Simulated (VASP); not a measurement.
# Lu (P6/mmm) in VASP: notebook

The runs below take Lu through single point, with BLYP.

Program: VASP 6.6.1. These are calculated values, not measurements. Logs are shortened: lines on timing, memory, paths and dates and some standing lists are left out, and cuts for length are marked.

**1. The cell of the first run**

The structure is hexagonal, space group P6/mmm (No. 191). The conventional cell has a = 5.543 Å, b = 5.543 Å, c = 3.485 Å, α = 90.00°, β = 90.00°, γ = 120.00°. Within 4.6 Å of Lu (site symmetry 6/mmm) lie 14 Lu at 3.49 to 3.64 Å. Lu (site symmetry -6m2) has 11 Lu at 3.20 to 3.64 Å within 4.2 Å.

This isn't the form of Lu at room conditions, which is hcp.

**2. Single point, BLYP (30.92 Å³/atom)**

Input file INCAR:

```
PREC = Accurate
ENCUT = 520
EDIFF = 1E-6
ISMEAR = -1
SIGMA = 0.1
LREAL = F
LASPH = T
NELM = 100
ALGO = Normal
ISIF = 2
LWAVE = F
LCHARG = T
GGA = B5
ALDAX = 1.0
AGGAX = 1.0
AGGAC = 1.0
ALDAC = 0.0
LELF = T
LVHAR = T
NBANDS = 44
```

Input file KPOINTS:

```
regular mesh
0
Gamma
  8 8 10
```

Input file POSCAR:

```
Lu
1.0
    5.5433346384      0.0000000000      0.0000000000
   -2.7716673192      4.8006686186      0.0000000000
    0.0000000000      0.0000000000      3.4853896792
Lu
3
Direct
    1.0000000000      1.0000000000      0.0000000000
    0.3333333333      0.6666666667      0.5000000000
    0.6666666667      0.3333333333      0.5000000000
```

Potentials or basis: VASP PAW PBE potentials, release 64 (Lu).

Launch:

```
$ cat potpaw_PBE.64/Lu/POTCAR > POTCAR
$ mpirun -np 1 vasp_std > vasp.out
```

OUTCAR:

```text
PREC = Accurate
   ENCUT = 520
   EDIFF = 1E-6
   ISMEAR = -1
   LREAL = F
   LASPH = T
   NELM = 100
   ISIF = 2
   GGA = B5

 ion  position               nearest neighbor table
   1  0.000  0.000  0.000-   2 3.64   3 3.64   2 3.64   3 3.64   3 3.64   3 3.64   2 3.64   2 3.64
                             3 3.64   3 3.64   2 3.64   2 3.64
   2  0.333  0.667  0.500-   3 3.20   3 3.20   3 3.20   1 3.64   1 3.64   1 3.64   1 3.64   1 3.64
                             1 3.64
   3  0.667  0.333  0.500-   2 3.20   2 3.20   2 3.20   1 3.64   1 3.64   1 3.64   1 3.64   1 3.64
                             1 3.64

  LATTYP: Found a hexagonal cell.
 ALAT       =     5.5433346384
 C/A-ratio  =     0.6287532517

  Lattice vectors:

 A1 = (   5.5433346384,   0.0000000000,   0.0000000000)
 A2 = (  -2.7716673192,   4.8006686186,   0.0000000000)
 A3 = (   0.0000000000,   0.0000000000,   3.4853896792)

Analysis of symmetry for initial positions (statically):
=====================================================================
 Subroutine PRICEL returns:
 Original cell was already a primitive cell.

 Routine SETGRP: Setting up the symmetry group for a
 hexagonal supercell.

 Subroutine GETGRP returns: Found 24 space group operations
 (whereof 24 operations were pure point group operations)
 out of a pool of 24 trial point group operations.

The static configuration has the point symmetry D_6h.

Analysis of symmetry for dynamics (positions and initial velocities):
=====================================================================
 Subroutine PRICEL returns:
 Original cell was already a primitive cell.

 Routine SETGRP: Setting up the symmetry group for a
 hexagonal supercell.

 Subroutine GETGRP returns: Found 24 space group operations
 (whereof 24 operations were pure point group operations)
 out of a pool of 24 trial point group operations.

The dynamic configuration has the point symmetry D_6h.

 Subroutine INISYM returns: Found 24 space group operations
 (whereof 24 operations are pure point group operations),
 and found     1 'primitive' translations

----------------------------------------------------------------------------------------

                                     Primitive cell

  volume of cell :      92.7522

  direct lattice vectors                    reciprocal lattice vectors
     5.543334638  0.000000000  0.000000000     0.180396831  0.104152159  0.000000000
    -2.771667319  4.800668619  0.000000000     0.000000000  0.208304317  0.000000000
     0.000000000  0.000000000  3.485389679     0.000000000  0.000000000  0.286911965

  length of vectors
     5.543334638  5.543334638  3.485389679     0.208304317  0.208304317  0.286911965

  position of ions in fractional coordinates (direct lattice)
     0.000000000  0.000000000  0.000000000
     0.333333333  0.666666667  0.500000000
     0.666666667  0.333333333  0.500000000

  ion indices of the primitive-cell ions
   primitive index   ion index
                 1           1
                 2           2
                 3           3

----------------------------------------------------------------------------------------

 KPOINTS: regular mesh

Automatic generation of k-mesh.
 Grid dimensions read from file:
 generate k-points for:    8    8   10

 Generating k-lattice:

  Cartesian coordinates                     Fractional coordinates (reciprocal lattice)
     0.022549604  0.013019020  0.000000000     0.125000000  0.000000000  0.000000000
     0.000000000  0.026038040  0.000000000     0.000000000  0.125000000  0.000000000
     0.000000000  0.000000000  0.028691196     0.000000000  0.000000000  0.100000000

  Length of vectors
     0.026038040  0.026038040  0.028691196

  Shift w.r.t. Gamma in fractional coordinates (k-lattice)
     0.000000000  0.000000000  0.000000000

 Subroutine IBZKPT returns following result:
 ===========================================

 Found     60 irreducible k-points:

 Following reciprocal coordinates:
            Coordinates               Weight
  0.000000  0.000000  0.000000      1.000000
  0.125000  0.000000  0.000000      6.000000
  0.250000  0.000000  0.000000      6.000000
  0.375000  0.000000  0.000000      6.000000
  0.500000  0.000000  0.000000      3.000000
  0.125000  0.125000  0.000000      6.000000
[... 16 lines left out ...]
  0.250000  0.000000  0.200000     12.000000
  0.375000  0.000000  0.200000     12.000000
 [... further k-points ...]
   k-points           NKPTS =     60   k-points in BZ     NKDIM =     60   number of bands    NBANDS=     44
   number of dos      NEDOS =    301   number of ions     NIONS =      3
   total plane-waves  NPLWV =  49392
   dimension x,y,z NGX =    42 NGY =   42 NGZ =   28
   dimension x,y,z NGXF=    84 NGYF=   84 NGZF=   56
   ions per type =               3
   NGX,Y,Z   is equivalent  to a cutoff of  12.60, 12.60, 13.36 a.u.
   NGXF,Y,Z  is equivalent  to a cutoff of  25.19, 25.19, 26.71 a.u.
 SYSTEM =  unknown system
   PREC   = accura    normal or accurate (medium, high low for compatibility)
   ISTART =      0    job   : 0-new  1-cont  2-samecut
   ICHARG =      2    charge: 1-file 2-atom 10-const
   ISPIN  =      1    spin polarized calculation?
   LNONCOLLINEAR =      F non collinear calculations
   LSORBIT =      F    spin-orbit coupling
   LASPH  =      T    aspherical Exc in radial PAW
   ENCUT  =  520.0 eV  38.22 Ry    6.18 a.u.  10.31 10.31  6.48*2*pi/ulx,y,z
   NELM   =    100;   NELMIN=  2; NELMDL= -5     # of ELM steps
   EDIFF  = 0.1E-05   stopping-criterion for ELM
   LREAL  =      F    real-space projection
   EDIFFG = 0.1E-04   stopping-criterion for IOM
   NSW    =      0    number of steps for IOM
   IBRION =     -1    ionic relax: 0-MD 1-quasi-New 2-CG
   NFREE  =      0    steps in history (QN), initial steepest desc. (CG)
   ISIF   =      2    stress and relaxation
   ISYM   =      2    0-nonsym 1-usesym 2-fastsym
   POTIM  = 0.5000    time-step for ionic-motion
   TEBEG  =    0.0;   TEEND  =   0.0 temperature during run
   PSTRESS=    0.0 pullay stress
   NELECT =      75.0000    total number of electrons
   NUPDOWN=      -1.0000    fix difference up-down
   EMIN   =  10.00;   EMAX   =-10.00  energy-range for DOS
   EFERMI =   0.00;   METHOD = LEGACY
   ISMEAR =    -1;   SIGMA  =   0.10  broadening in eV -4-tet -1-fermi 0-gaus
   EFERMI_NEDOS =   21; number of points for ismear=-14 and -15
   IALGO  =     38    algorithm
   IMIX   =      4    mixing-type and parameters
     AMIX     =   0.40;   BMIX     =  1.00
     AMIX_MAG =   1.60;   BMIX_MAG =  1.00
  volume/ion in A,a.u.               =      30.92       208.64
  Fermi-wavevector in a.u.,A,eV,Ry     =   1.525178  2.882168 31.649436  2.326168
  Thomas-Fermi vector in A             =   2.633384
   LORBIT       =      0    0 simple, 1 ext, 2 COOP (PROOUT), +10 PAW based schemes
   GGA     = B5    functional components
   LHFCALC =     F    Hartree Fock is set to
   AEXX    =    0.0000 exact exchange contribution
   IVDW    =     0    specifies the selected vdW correction
   LEPSILON=     F    determine dielectric tensor
   LRPA    =     F    only Hartree local field effects (RPA)
 non-spin polarized calculation
  energy-cutoff  :      520.00
  volume of cell :       92.75
 maximum number of plane-waves:      2520
 NGX is ok and might be reduce to    42
   NGX = 21   NGY = 21   NGZ = 13

 number of electron      75.0000002 magnetization

 Free energy of the ion-electron system (eV)
  ---------------------------------------------------
  ext. energy  EPLUGINS =         0.00000000
  ---------------------------------------------------
  free energy    TOTEN  =       -10.31525153 eV

  energy without entropy =      -10.13725390  energy(sigma->0) =      -10.22625271

 E-fermi :   2.4437     XC(G=0):  -9.9157

 val. band max:        2.4210097335   @ k =   0.3750   0.2500   0.2000
 cond. band min:       2.4464518572   @ k =   0.3750   0.1250   0.4000
 fundamental gap:      0.0254421237
 Fermi energy:         2.4436755551

 k-point     1 :       0.0000    0.0000    0.0000
  band No.  band energies     occupation
      1     -53.7355      2.00000
      2     -53.6924      2.00000
      3     -53.6759      2.00000
      4     -24.7767      2.00000
      5     -24.7767      2.00000
      6     -24.6110      2.00000
[... 36 lines left out ...]
     43       5.1189      0.00000
     44       5.5562      0.00000

 k-point     2 :       0.1250    0.0000    0.0000
  band No.  band energies     occupation
      1     -53.7340      2.00000
      2     -53.6938      2.00000
      3     -53.6760      2.00000
      4     -24.7926      2.00000
      5     -24.7781      2.00000
      6     -24.5919      2.00000
[... 36 lines left out ...]
     43       5.1735      0.00000
     44       5.2216      0.00000

 k-point     3 :       0.2500    0.0000    0.0000
  band No.  band energies     occupation
      1     -53.7296      2.00000
      2     -53.6977      2.00000
      3     -53.6765      2.00000
      4     -24.8226      2.00000
      5     -24.7668      2.00000
      6     -24.5530      2.00000
[... 36 lines left out ...]
     43       4.8283      0.00000
     44       5.0950      0.00000

 k-point     4 :       0.3750    0.0000    0.0000
  band No.  band energies     occupation
      1     -53.7237      2.00000
      2     -53.7031      2.00000
      3     -53.6770      2.00000
      4     -24.8462      2.00000
      5     -24.7289      2.00000
      6     -24.5445      2.00000
[... 882 lines left out ...]
     43       4.9729      0.00000
     44       5.0008      0.00000

 k-point    23 :       0.2500    0.0000    0.2000
  band No.  band energies     occupation
      1     -53.7262      2.00000
      2     -53.6947      2.00000
      3     -53.6738      2.00000
      4     -24.8029      2.00000
      5     -24.7521      2.00000
      6     -24.5993      2.00000
[... 36 lines left out ...]
     43       4.5836      0.00000
     44       5.0030      0.00000

 k-point    24 :       0.3750    0.0000    0.2000
  band No.  band energies     occupation
      1     -53.7206      2.00000
      2     -53.7001      2.00000
      3     -53.6742      2.00000
      4     -24.8227      2.00000
      5     -24.7222      2.00000
      6     -24.6007      2.00000
[... 36 lines left out ...]
     43       4.3547      0.00000
     44       5.2504      0.00000

 [... further k-points ...]

------------------------ aborting loop because EDIFF is reached ----------------------------------------

  FORCE on cell =-STRESS in cart. coord.  units (eV):
  Direction    XX          YY          ZZ          XY          YZ          ZX
  --------------------------------------------------------------------------------------
  -------------------------------------------------------------------------------------
  Total       -0.7758358     -0.7758358     -0.7364322      0.0000000      0.0000000      0.0000000
  in kB      -13.4015874    -13.4015874    -12.7209400      0.0000000      0.0000000      0.0000000
  external PRESSURE =     -13.1747049 kB  Pullay stress =       0.0000000 kB

 VOLUME and BASIS-vectors are now :
 -----------------------------------------------------------------------------
  energy-cutoff  :      520.00
  volume of cell :       92.75
      direct lattice vectors                 reciprocal lattice vectors
     5.543334638  0.000000000  0.000000000     0.180396831  0.104152159  0.000000000
    -2.771667319  4.800668619  0.000000000     0.000000000  0.208304317  0.000000000
     0.000000000  0.000000000  3.485389679     0.000000000  0.000000000  0.286911965

 POSITION                                       TOTAL-FORCE (eV/Angst)
 -----------------------------------------------------------------------------------
      0.00000      0.00000      0.00000         0.000000      0.000000      0.000000
     -0.00000      3.20045      1.74269        -0.000000      0.000000      0.000000
      2.77167      1.60022      1.74269         0.000000     -0.000000     -0.000000
 -----------------------------------------------------------------------------------
    total drift:                                0.000000      0.000000     -0.000000

  FREE ENERGIE OF THE ION-ELECTRON SYSTEM (eV)
  ---------------------------------------------------
  free  energy   TOTEN  =       -10.3152515319 eV

  energy  without entropy=      -10.1372538968  energy(sigma->0) =      -10.22625271
```

It took 2.9 min on 1 thread of Intel Xeon 6975P-C (Granite Rapids), shared host; peak memory 0.33 GiB.

What came out:

```yaml
Free_energy: -10.3153 eV
Pressure: -1.3 GPa
Band_gap_on_the_k_mesh: zero (an odd number of electrons rules out a gap without spin polarisation)
```

Caveat: the PAW data sets were made with another functional, which shifts forces and pressure a little; spin-orbit coupling is left out, which moves the levels of the heavy elements.

**3. Single point, BLYP (32.11 Å³/atom)**

This run uses another cell than the first one, of 32.11 Å³/atom.

Input file INCAR:

```
SYSTEM = Lu
AGGAC    = 1.0          
AGGAX    = 1.0          
ALDAC    = 0.0          
ALDAX    = 1.0          
ALGO     = Normal         ! electronic algorithm
EDIFF    = 1E-7           ! SCF threshold, eV
ENCUT    = 520            ! plane-wave cutoff, eV
GGA      = B5             ! functional
ISIF     = 2              ! what is computed and relaxed
ISMEAR   = -1             ! smearing method
LASPH    = .TRUE.         ! aspherical terms in the spheres
LCHARG   = .FALSE.        ! write CHGCAR
LREAL    = .FALSE.        ! projectors in reciprocal space
LWAVE    = .FALSE.        ! write WAVECAR
NBANDS   = 44             ! bands
NELM     = 100            ! most SCF steps
PREC     = Accurate       ! precision mode
SIGMA    = 0.1            ! smearing width, eV
```

Input file KPOINTS:

```
k-points
0
G
  8 8 10
  0 0 0
```

Input file POSCAR:

```
Lu
1.0
    5.6135108811      0.0000000000      0.0000000000
   -2.8067554405      4.8614430275      0.0000000000
    0.0000000000      0.0000000000      3.5295132200
Lu
3
Direct
    1.0000000000      1.0000000000      0.0000000000
    0.3333333333      0.6666666667      0.5000000000
    0.6666666667      0.3333333333      0.5000000000
```

Potentials or basis: VASP PAW PBE potentials, release 64 (Lu).

Launch:

```
$ cat potpaw_PBE.64/Lu/POTCAR > POTCAR
$ mpirun -np 1 vasp_std > vasp.out
```

Run time: 3.5 min. Hardware: 1 thread of Intel Xeon 6975P-C (Granite Rapids), shared host; peak memory 0.34 GiB.

The run converged. Its results:

```
Free energy            : -10.2711 eV
Pressure               : -2.7 GPa
Band gap on the k mesh : zero (an odd number of electrons rules out a gap without spin polarisation)
```

Stress tensor (GPa, compression positive):
```
-2.74  0.00  0.00
 0.00 -2.74  0.00
 0.00  0.00 -2.59
```

Levels at points of the mesh, in eV from the Fermi level:
```csv
k point,band 36,band 37,band 38,band 39,band 40,band 41
"(0.00, 0.00, 0.00)",-0.01,-0.01,0.02,0.02,0.06,1.81
"(0.50, 0.00, 0.00)",-2.15,0.53,0.69,0.71,0.75,1.14
"(0.00, 0.00, 0.50)",-0.89,-0.89,-0.56,-0.56,1.85,1.85
"(0.50, 0.00, 0.50)",-0.66,-0.22,-0.11,-0.06,0.28,1.53
```

Caveat: the PAW data sets were made with another functional, which shifts forces and pressure a little; spin-orbit coupling is left out, which moves the levels of the heavy elements.

**4. Single point, BLYP (33.30 Å³/atom)**

This run uses another cell than the first one, of 33.30 Å³/atom.

Input file INCAR:

```
SYSTEM = Lu
AGGAC = 1.0 ; AGGAX = 1.0
ALDAC = 0.0 ; ALDAX = 1.0
ALGO = Normal ; EDIFF = 1E-6
ENCUT = 520 ; GGA = B5
ISIF = 2 ; ISMEAR = -1
LASPH = .TRUE. ; LCHARG = .FALSE.
LREAL = .FALSE. ; LWAVE = .FALSE.
NBANDS = 44 ; NELM = 100
PREC = Accurate ; SIGMA = 0.1
```

KPOINTS is that of step 3.

Input file POSCAR:

```
Lu
1.0
    5.6819750784      0.0000000000      0.0000000000
   -2.8409875392      4.9207347615      0.0000000000
    0.0000000000      0.0000000000      3.5725603066
Lu
3
Direct
    1.0000000000      1.0000000000      0.0000000000
    0.3333333333      0.6666666667      0.5000000000
    0.6666666667      0.3333333333      0.5000000000
```

Launch:

```
$ cat potpaw_PBE.64/Lu/POTCAR > POTCAR
$ mpirun -np 1 vasp_std > vasp.out
```

It took 3 min on 1 thread of Intel Xeon 6975P-C (Granite Rapids), shared host; peak memory 0.36 GiB.

The run converged. Its results:

- Free energy: -10.1998 eV
- Pressure: -3.7 GPa
- Band gap on the k mesh: zero (an odd number of electrons rules out a gap without spin polarisation)

Stress tensor (GPa, compression positive):
```
-3.73  0.00  0.00
 0.00 -3.73  0.00
 0.00  0.00 -3.56
```

Levels at points of the mesh, in eV from the Fermi level:
```
           k point  band 34  band 35  band 36  band 37  band 38  band 39  band 40  band 41  band 42  band 43
(0.00, 0.00, 0.00)    -5.24    -0.94    -0.03    -0.03     0.00     0.00     0.02     1.75     2.52     2.52
(0.50, 0.00, 0.00)    -3.58    -3.58    -2.10     0.53     0.62     0.69     0.75     1.12     1.58     2.01
(0.00, 0.00, 0.50)    -2.64    -1.70    -0.82    -0.82    -0.52    -0.52     1.80     1.80     2.02     2.02
(0.50, 0.00, 0.50)    -1.92    -1.78    -0.62    -0.24    -0.11    -0.08     0.22     1.50     1.58     1.73
```

Caveat: the cell stands under tension; the PAW data sets were made with another functional, which shifts forces and pressure a little; spin-orbit coupling is left out, which moves the levels of the heavy elements.

**5. Overview**

| cell | gap on the mesh (eV) | pressure (GPa) |
| --- | --- | --- |
| a = 5.543, b = 5.543, c = 3.485 Å, angles 90.0, 90.0, 120.0°, 3 atoms | none | -1.3 |
| a = 5.614, b = 5.614, c = 3.530 Å, angles 90.0, 90.0, 120.0°, 3 atoms | none | -2.7 |
| a = 5.682, b = 5.682, c = 3.573 Å, angles 90.0, 90.0, 120.0°, 3 atoms | none | -3.7 |

Alike in all rows: task single point; level BLYP; potentials or basis VASP PAW PBE potentials, release 64 (Lu); no spin polarisation; k mesh 8 × 8 × 10; cutoff (eV) 520; smearing fermi-dirac 0.1 eV.

Caveats: the PAW data sets were made with another functional, which shifts forces and pressure a little; spin-orbit coupling is left out, which moves the levels of the heavy elements; the cell stands under tension (at least some runs).

Total energies depend on the potentials used, so only differences within one code and one set of settings carry meaning.

The gap in the log of VASP goes by the Fermi energy; the results here count the filled bands.